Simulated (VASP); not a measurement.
# NbCd3 (P4/mmm) in VASP: notebook

Runs on NbCd3. Level: LDA. Tasks: electric field gradients.

All numbers are computed with VASP 6.6.1; they aren't measurements. Logs are shortened: lines on timing, memory, paths and dates and some standing lists are left out, and cuts for length are marked.

## Step 1: The cell of the first run

The structure is tetragonal, space group P4/mmm (No. 123). Conventional cell: a = 4.215 Å, b = 4.215 Å, c = 4.257 Å, α = 90.00°, β = 90.00°, γ = 90.00°. Within 3.9 Å of Nb (site symmetry 4/mmm) lie 12 Cd at 2.98 to 3.00 Å. Within 3.9 Å of Cd (site symmetry mmm) lie 8 Cd at 2.98 to 3.00 Å and 4 Nb at 3.00 Å. Within 3.9 Å of Cd (site symmetry 4/mmm) lie 4 Nb at 2.98 Å and 8 Cd at 3.00 Å.

## Step 2: Electric field gradients, LDA (zz strain of +1 %)

Contents of INCAR:

```
  ALGO = Normal
  EDIFF = 1E-8
  ENCUT = 520
  ISIF = 2
  ISMEAR = -1
  LASPH = T
  LCHARG = F
  LEFG = T
  LREAL = F
  LWAVE = F
  NBANDS = 32
  NELM = 60
  PREC = Accurate
  SIGMA = 0.08
```

Contents of KPOINTS:

```
k-points
0
Gamma
  9 9 9
```

Contents of POSCAR:

```
NbCd3
1.0
    4.2150000000      0.0000000000      0.0000000000
    0.0000000000      4.2150000000      0.0000000000
    0.0000000000      0.0000000000      4.2571500000
Nb Cd
1 3
Direct
    0.0000000000      0.0000000000      0.0000000000
    0.0000000000      0.5000000000      0.5000000000
    0.5000000000      0.0000000000      0.5000000000
    0.5000000000      0.5000000000      0.0000000000
```

Potentials or basis: VASP PAW LDA potentials, release 64 (Nb_sv, Cd).

Command:

```bash
> cat potpaw_LDA.64/Nb_sv/POTCAR potpaw_LDA.64/Cd/POTCAR > POTCAR
> mpirun -np 1 vasp_std > vasp.out
```

OUTCAR:

```text
EDIFF = 1E-8
   ENCUT = 520
   ISIF = 2
   ISMEAR = -1
   LASPH = T
   LREAL = F
   NELM = 60
   PREC = Accurate

 ion  position               nearest neighbor table
   1  0.000  0.000  0.000-   4 2.98   4 2.98   4 2.98   4 2.98   3 3.00   2 3.00   3 3.00   2 3.00
                             3 3.00   2 3.00   3 3.00   2 3.00
   2  0.000  0.500  0.500-   3 2.98   3 2.98   3 2.98   3 2.98   4 3.00   1 3.00   1 3.00   1 3.00
                             4 3.00   4 3.00   4 3.00   1 3.00
   3  0.500  0.000  0.500-   2 2.98   2 2.98   2 2.98   2 2.98   4 3.00   1 3.00   4 3.00   4 3.00
                             1 3.00   4 3.00   1 3.00   1 3.00
   4  0.500  0.500  0.000-   1 2.98   1 2.98   1 2.98   1 2.98   3 3.00   2 3.00   3 3.00   3 3.00
                             3 3.00   2 3.00   2 3.00   2 3.00

  LATTYP: Found a simple tetragonal cell.
 ALAT       =     4.2150000000
 C/A-ratio  =     1.0100000000

  Lattice vectors:

 A1 = (   4.2150000000,   0.0000000000,   0.0000000000)
 A2 = (   0.0000000000,   4.2150000000,   0.0000000000)
 A3 = (   0.0000000000,   0.0000000000,   4.2571500000)

Analysis of symmetry for initial positions (statically):
=====================================================================
 Subroutine PRICEL returns:
 Original cell was already a primitive cell.

 Routine SETGRP: Setting up the symmetry group for a
 simple tetragonal supercell.

 Subroutine GETGRP returns: Found 16 space group operations
 (whereof 16 operations were pure point group operations)
 out of a pool of 16 trial point group operations.

The static configuration has the point symmetry D_4h.

Analysis of symmetry for dynamics (positions and initial velocities):
=====================================================================
 Subroutine PRICEL returns:
 Original cell was already a primitive cell.

 Routine SETGRP: Setting up the symmetry group for a
 simple tetragonal supercell.

 Subroutine GETGRP returns: Found 16 space group operations
 (whereof 16 operations were pure point group operations)
 out of a pool of 16 trial point group operations.

The dynamic configuration has the point symmetry D_4h.

 Subroutine INISYM returns: Found 16 space group operations
 (whereof 16 operations are pure point group operations),
 and found     1 'primitive' translations

----------------------------------------------------------------------------------------

[... 147 lines left out ...]
 cond. band min:       4.9715993893   @ k =   0.3333   0.3333   0.0000
 fundamental gap:      0.0382888294
 Fermi energy:         4.9583982054

 k-point     1 :       0.0000    0.0000    0.0000
  band No.  band energies     occupation
      1     -49.6437      2.00000
      2     -25.8698      2.00000
      3     -25.8607      2.00000
      4     -25.8607      2.00000
      5      -4.6890      2.00000
      6      -4.4727      2.00000
[... 829 lines left out ...]
     31      11.2150      0.00000
     32      12.2068      0.00000

 [... further k-points ...]

------------------------ aborting loop because EDIFF is reached ----------------------------------------

  FORCE on cell =-STRESS in cart. coord.  units (eV):
  Direction    XX          YY          ZZ          XY          YZ          ZX
  --------------------------------------------------------------------------------------
  -------------------------------------------------------------------------------------
  Total       -1.2007564     -1.2007564     -1.5503999      0.0000000      0.0000000      0.0000000
  in kB      -25.4361502    -25.4361502    -32.8428025      0.0000000      0.0000000      0.0000000
  external PRESSURE =     -27.9050343 kB  Pullay stress =       0.0000000 kB

 VOLUME and BASIS-vectors are now :
 -----------------------------------------------------------------------------
  energy-cutoff  :      520.00
  volume of cell :       75.63
      direct lattice vectors                 reciprocal lattice vectors
     4.215000000  0.000000000  0.000000000     0.237247924  0.000000000  0.000000000
     0.000000000  4.215000000  0.000000000     0.000000000  0.237247924  0.000000000
     0.000000000  0.000000000  4.257150000     0.000000000  0.000000000  0.234898935

 POSITION                                       TOTAL-FORCE (eV/Angst)
 -----------------------------------------------------------------------------------
      0.00000      0.00000      0.00000         0.000000      0.000000      0.000000
      0.00000      2.10750      2.12858         0.000000      0.000000      0.000000
      2.10750      0.00000      2.12858         0.000000      0.000000      0.000000
      2.10750      2.10750      0.00000         0.000000      0.000000      0.000000
 -----------------------------------------------------------------------------------
    total drift:                                0.000000     -0.000000     -0.000000

  FREE ENERGIE OF THE ION-ELECTRON SYSTEM (eV)
  ---------------------------------------------------
  free  energy   TOTEN  =       -15.4902984018 eV

  energy  without entropy=      -15.4568011008  energy(sigma->0) =      -15.47354975

 Electric field gradients (V/A^2)
---------------------------------------------------------------------
 ion       V_xx      V_yy      V_zz      V_xy      V_xz      V_yz
---------------------------------------------------------------------
   1      -2.033    -2.033     4.066     0.000     0.000     0.000
   2     111.503   -55.248   -56.255    -0.000     0.000    -0.000
   3     -55.248   111.503   -56.255     0.000     0.000     0.000
   4     -55.864   -55.864   111.729     0.000     0.000     0.000
---------------------------------------------------------------------

 Electric field gradients after diagonalization (V/A^2)
 (convention: |V_zz| > |V_xx| > |V_yy|)
----------------------------------------------------------------------
 ion       V_xx      V_yy      V_zz     asymmetry (V_yy - V_xx)/ V_zz
----------------------------------------------------------------------
   1      -2.033    -2.033     4.066       0.000
   2     -56.255   -55.248   111.503       0.009
   3     -56.255   -55.248   111.503       0.009
   4     -55.864   -55.864   111.729       0.000
----------------------------------------------------------------------

           NMR quadrupolar parameters

 Cq : quadrupolar parameter    Cq=e*Q*V_zz/h
 eta: asymmetry parameters     (V_yy - V_xx)/ V_zz
 Q  : nuclear electric quadrupole moment in mb (millibarn)
----------------------------------------------------------------------
 ion       Cq(MHz)       eta       Q (mb)
----------------------------------------------------------------------
   1       0.010       0.000       1.000
   2       0.270       0.009       1.000
   3       0.270       0.009       1.000
   4       0.270       0.000       1.000
----------------------------------------------------------------------
```

OSZICAR:

```text
N       E                     dE             d eps       ncg     rms          rms(c)
DAV:   1     0.484201899283E+03    0.48420E+03   -0.25841E+04  4800   0.158E+03
DAV:   2     0.368295762909E+01   -0.48052E+03   -0.46447E+03  5368   0.509E+02
DAV:   3    -0.155314503062E+02   -0.19214E+02   -0.18654E+02  6864   0.101E+02
DAV:   4    -0.163558679678E+02   -0.82442E+00   -0.82083E+00  7136   0.166E+01
DAV:   5    -0.163702481567E+02   -0.14380E-01   -0.14375E-01  6656   0.200E+00    0.981E+00
DAV:   6    -0.156132271680E+02    0.75702E+00   -0.18621E+00  6528   0.120E+01    0.607E+00
DAV:   7    -0.155163835807E+02    0.96844E-01   -0.23832E-01  6104   0.357E+00    0.389E+00
DAV:   8    -0.154928744893E+02    0.23509E-01   -0.73479E-02  6344   0.216E+00    0.783E-01
DAV:   9    -0.154903618631E+02    0.25126E-02   -0.66396E-03  6808   0.681E-01    0.179E-01
DAV:  10    -0.154903012502E+02    0.60613E-04   -0.71224E-04  6152   0.206E-01    0.551E-02
DAV:  11    -0.154902983257E+02    0.29246E-05   -0.42738E-05  7008   0.591E-02    0.170E-02
DAV:  12    -0.154902983601E+02   -0.34432E-07   -0.34671E-06  6960   0.149E-02    0.555E-03
DAV:  13    -0.154902984017E+02   -0.41578E-07   -0.21145E-07  6832   0.339E-03    0.124E-03
DAV:  14    -0.154902984018E+02   -0.11096E-09   -0.17624E-08  3944   0.116E-03
   1 F= -.15490298E+02 E0= -.15473550E+02  d E =-.334973E-01
```

It took 4.5 min on 1 thread of AMD EPYC 7R43 (Zen 3), shared host; peak memory 0.23 GiB.

What came out:

```yaml
Free_energy: -15.4903 eV
Pressure: -2.8 GPa
Band_gap_on_the_k_mesh: zero (an odd number of electrons rules out a gap without spin polarisation)
Largest_electric_field_gradient_by_atom: Nb +4.1; Cd +111.5, +111.7 (each value once) V/Å²
```

Levels at points of the mesh, in eV from the Fermi level:
```tsv
k point	band 22	band 23	band 24	band 25	band 26	band 27
(0.00, 0.00, 0.00)	-0.91	0.11	0.26	0.26	1.26	1.26
```

Electric field gradients, principal values (V/Å²):
```tsv
atom	least	middle	greatest (by size)
1 Nb	-2.033	-2.033	4.066
2 Cd	-55.248	-56.255	111.503
3 Cd	-55.248	-56.255	111.503
4 Cd	-55.864	-55.864	111.729
```

Caveat: the cell differs from its parent crystal (zz strain of +1 %); without QUAD_EFG the Cq values of the log hold for a quadrupole moment of 1 mb, not for the nuclei.

## Step 3: Electric field gradients, LDA (zz strain of +2 %)

Contents of INCAR:

```
PREC     = Accurate       # precision mode
ENCUT    = 520            # plane-wave cutoff, eV
EDIFF    = 1E-8           # SCF threshold, eV
ISMEAR   = -1             # smearing method
SIGMA    = 0.08           # smearing width, eV
LREAL    = False          # projectors in reciprocal space
LASPH    = True           # aspherical terms in the spheres
NELM     = 60             # most SCF steps
ALGO     = Normal         # electronic algorithm
ISIF     = 2              # what is computed and relaxed
LWAVE    = False          # write WAVECAR
LCHARG   = False          # write CHGCAR
GGA      = CA             # functional
LEFG     = True         
NBANDS   = 32             # bands
```

Contents of KPOINTS:

```
Automatic mesh
0
Gamma
  9 9 9
```

Changes to POSCAR since step 2:

```diff
@@ -4,3 +4,3 @@
     0.0000000000      4.2150000000      0.0000000000
-    0.0000000000      0.0000000000      4.2571500000
+    0.0000000000      0.0000000000      4.2993000000
 Nb Cd
```

Potentials or basis: VASP PAW LDA potentials, release 64 (Nb_sv, Cd).

Command:

```bash
> cat potpaw_LDA.64/Nb_sv/POTCAR potpaw_LDA.64/Cd/POTCAR > POTCAR
> mpirun -np 1 vasp_std > vasp.out
```

OUTCAR:

```text
PREC = Accurate
   ENCUT = 520
   EDIFF = 1E-8
   ISMEAR = -1
   LREAL = False
   LASPH = True
   NELM = 60
   ISIF = 2
   GGA = CA

 ion  position               nearest neighbor table
   1  0.000  0.000  0.000-   4 2.98   4 2.98   4 2.98   4 2.98   3 3.01   2 3.01   3 3.01   2 3.01
                             3 3.01   2 3.01   3 3.01   2 3.01
   2  0.000  0.500  0.500-   3 2.98   3 2.98   3 2.98   3 2.98   4 3.01   1 3.01   1 3.01   1 3.01
                             4 3.01   4 3.01   4 3.01   1 3.01
   3  0.500  0.000  0.500-   2 2.98   2 2.98   2 2.98   2 2.98   4 3.01   1 3.01   4 3.01   4 3.01
                             1 3.01   4 3.01   1 3.01   1 3.01
   4  0.500  0.500  0.000-   1 2.98   1 2.98   1 2.98   1 2.98   3 3.01   2 3.01   3 3.01   3 3.01
                             3 3.01   2 3.01   2 3.01   2 3.01

  LATTYP: Found a simple tetragonal cell.
 ALAT       =     4.2150000000
 C/A-ratio  =     1.0200000000

  Lattice vectors:

 A1 = (   4.2150000000,   0.0000000000,   0.0000000000)
 A2 = (   0.0000000000,   4.2150000000,   0.0000000000)
 A3 = (   0.0000000000,   0.0000000000,   4.2993000000)

Analysis of symmetry for initial positions (statically):
=====================================================================
 Subroutine PRICEL returns:
 Original cell was already a primitive cell.

 Routine SETGRP: Setting up the symmetry group for a
 simple tetragonal supercell.

 Subroutine GETGRP returns: Found 16 space group operations
 (whereof 16 operations were pure point group operations)
 out of a pool of 16 trial point group operations.

The static configuration has the point symmetry D_4h.

Analysis of symmetry for dynamics (positions and initial velocities):
=====================================================================
 Subroutine PRICEL returns:
 Original cell was already a primitive cell.

 Routine SETGRP: Setting up the symmetry group for a
 simple tetragonal supercell.

 Subroutine GETGRP returns: Found 16 space group operations
 (whereof 16 operations were pure point group operations)
 out of a pool of 16 trial point group operations.

The dynamic configuration has the point symmetry D_4h.

 Subroutine INISYM returns: Found 16 space group operations
 (whereof 16 operations are pure point group operations),
 and found     1 'primitive' translations

----------------------------------------------------------------------------------------

                                     Primitive cell

  volume of cell :      76.3823

  direct lattice vectors                    reciprocal lattice vectors
     4.215000000  0.000000000  0.000000000     0.237247924  0.000000000  0.000000000
     0.000000000  4.215000000  0.000000000     0.000000000  0.237247924  0.000000000
     0.000000000  0.000000000  4.299300000     0.000000000  0.000000000  0.232596004

  length of vectors
     4.215000000  4.215000000  4.299300000     0.237247924  0.237247924  0.232596004

  position of ions in fractional coordinates (direct lattice)
     0.000000000  0.000000000  0.000000000
     0.000000000  0.500000000  0.500000000
     0.500000000  0.000000000  0.500000000
     0.500000000  0.500000000  0.000000000

  ion indices of the primitive-cell ions
   primitive index   ion index
                 1           1
[... 94 lines left out ...]
     AMIX     =   0.40;   BMIX     =  1.00
     AMIX_MAG =   1.60;   BMIX_MAG =  1.00
  volume/ion in A,a.u.               =      19.10       128.86
  Fermi-wavevector in a.u.,A,eV,Ry     =   1.411917  2.668137 27.123352  1.993510
  Thomas-Fermi vector in A             =   2.533719
   LORBIT       =      0    0 simple, 1 ext, 2 COOP (PROOUT), +10 PAW based schemes
   GGA     = CA    functional components
   LHFCALC =     F    Hartree Fock is set to
   AEXX    =    0.0000 exact exchange contribution
   IVDW    =     0    specifies the selected vdW correction
   LEPSILON=     F    determine dielectric tensor
   LRPA    =     F    only Hartree local field effects (RPA)
 non-spin polarized calculation
  energy-cutoff  :      520.00
  volume of cell :       76.38
 maximum number of plane-waves:      2076
 NGX is ok and might be reduce to    32
   NGX = 15   NGY = 15   NGZ = 15

 number of electron      49.0000009 magnetization

 Free energy of the ion-electron system (eV)
  ---------------------------------------------------
  ext. energy  EPLUGINS =         0.00000000
  ---------------------------------------------------
  free energy    TOTEN  =       -15.47157006 eV

  energy without entropy =      -15.43756052  energy(sigma->0) =      -15.45456529

 E-fermi :   4.8712     XC(G=0): -12.1520

 val. band max:        4.8643149081   @ k =   0.4444   0.0000   0.3333
 cond. band min:       4.8913564215   @ k =   0.0000   0.0000   0.0000
 fundamental gap:      0.0270415135
 Fermi energy:         4.8711521080

 k-point     1 :       0.0000    0.0000    0.0000
  band No.  band energies     occupation
      1     -49.7518      2.00000
      2     -25.9803      2.00000
      3     -25.9622      2.00000
      4     -25.9622      2.00000
      5      -4.7319      2.00000
      6      -4.5340      2.00000
[... 829 lines left out ...]
     31      11.0552      0.00000
     32      12.0598      0.00000

 [... further k-points ...]

------------------------ aborting loop because EDIFF is reached ----------------------------------------

  FORCE on cell =-STRESS in cart. coord.  units (eV):
  Direction    XX          YY          ZZ          XY          YZ          ZX
  --------------------------------------------------------------------------------------
  -------------------------------------------------------------------------------------
  Total       -1.5839862     -1.5839862     -2.2908355      0.0000000      0.0000000      0.0000000
  in kB      -33.2253127    -33.2253127    -48.0520115      0.0000000      0.0000000      0.0000000
  external PRESSURE =     -38.1675457 kB  Pullay stress =       0.0000000 kB

 VOLUME and BASIS-vectors are now :
 -----------------------------------------------------------------------------
  energy-cutoff  :      520.00
  volume of cell :       76.38
      direct lattice vectors                 reciprocal lattice vectors
     4.215000000  0.000000000  0.000000000     0.237247924  0.000000000  0.000000000
     0.000000000  4.215000000  0.000000000     0.000000000  0.237247924  0.000000000
     0.000000000  0.000000000  4.299300000     0.000000000  0.000000000  0.232596004

 POSITION                                       TOTAL-FORCE (eV/Angst)
 -----------------------------------------------------------------------------------
      0.00000      0.00000      0.00000         0.000000      0.000000      0.000000
      0.00000      2.10750      2.14965         0.000000      0.000000      0.000000
      2.10750      0.00000      2.14965         0.000000      0.000000      0.000000
      2.10750      2.10750      0.00000         0.000000      0.000000      0.000000
 -----------------------------------------------------------------------------------
    total drift:                                0.000000     -0.000000     -0.000000

  FREE ENERGIE OF THE ION-ELECTRON SYSTEM (eV)
  ---------------------------------------------------
  free  energy   TOTEN  =       -15.4715700550 eV

  energy  without entropy=      -15.4375605224  energy(sigma->0) =      -15.45456529

 Electric field gradients (V/A^2)
---------------------------------------------------------------------
 ion       V_xx      V_yy      V_zz      V_xy      V_xz      V_yz
---------------------------------------------------------------------
   1      -4.094    -4.094     8.187     0.000     0.000     0.000
   2     110.145   -54.260   -55.885     0.000     0.000     0.000
   3     -54.260   110.145   -55.885     0.000     0.000     0.000
   4     -55.535   -55.535   111.070    -0.000     0.000    -0.000
---------------------------------------------------------------------

 Electric field gradients after diagonalization (V/A^2)
 (convention: |V_zz| > |V_xx| > |V_yy|)
----------------------------------------------------------------------
 ion       V_xx      V_yy      V_zz     asymmetry (V_yy - V_xx)/ V_zz
----------------------------------------------------------------------
   1      -4.094    -4.094     8.187       0.000
   2     -55.885   -54.260   110.145       0.015
   3     -55.885   -54.260   110.145       0.015
   4     -55.535   -55.535   111.070       0.000
----------------------------------------------------------------------

           NMR quadrupolar parameters

 Cq : quadrupolar parameter    Cq=e*Q*V_zz/h
 eta: asymmetry parameters     (V_yy - V_xx)/ V_zz
 Q  : nuclear electric quadrupole moment in mb (millibarn)
----------------------------------------------------------------------
 ion       Cq(MHz)       eta       Q (mb)
----------------------------------------------------------------------
   1       0.020       0.000       1.000
   2       0.266       0.015       1.000
   3       0.266       0.015       1.000
   4       0.269       0.000       1.000
----------------------------------------------------------------------
```

Wall time 4.6 min (1 thread of AMD EPYC 7R43 (Zen 3), shared host); peak memory 0.23 GiB.

Results:

* Free energy: -15.4716 eV
* Pressure: -3.8 GPa
* Band gap on the k mesh: zero (an odd number of electrons rules out a gap without spin polarisation)
* Largest electric field gradient by atom: Nb +8.2; Cd +110.1, +111.1 (each value once) V/Å²

Levels at points of the mesh, in eV from the Fermi level:
| k point | band 20 | band 21 | band 22 | band 23 | band 24 | band 25 | band 26 | band 27 | band 28 | band 29 |
| --- | --- | --- | --- | --- | --- | --- | --- | --- | --- | --- |
| (0.00, 0.00, 0.00) | -7.49 | -1.03 | -0.88 | 0.02 | 0.31 | 0.31 | 1.23 | 1.23 | 1.30 | 5.35 |

Electric field gradients, principal values (V/Å²):
```
atom    least   middle  greatest (by size)
1 Nb   -4.094   -4.094               8.187
2 Cd  -54.260  -55.885             110.145
3 Cd  -54.260  -55.885             110.145
4 Cd  -55.535  -55.535             111.070
```

Caveat: the cell differs from its parent crystal (zz strain of +2 %); the cell stands under tension; without QUAD_EFG the Cq values of the log hold for a quadrupole moment of 1 mb, not for the nuclei.

The gap in the log of VASP goes by the Fermi energy; the results here count the filled bands.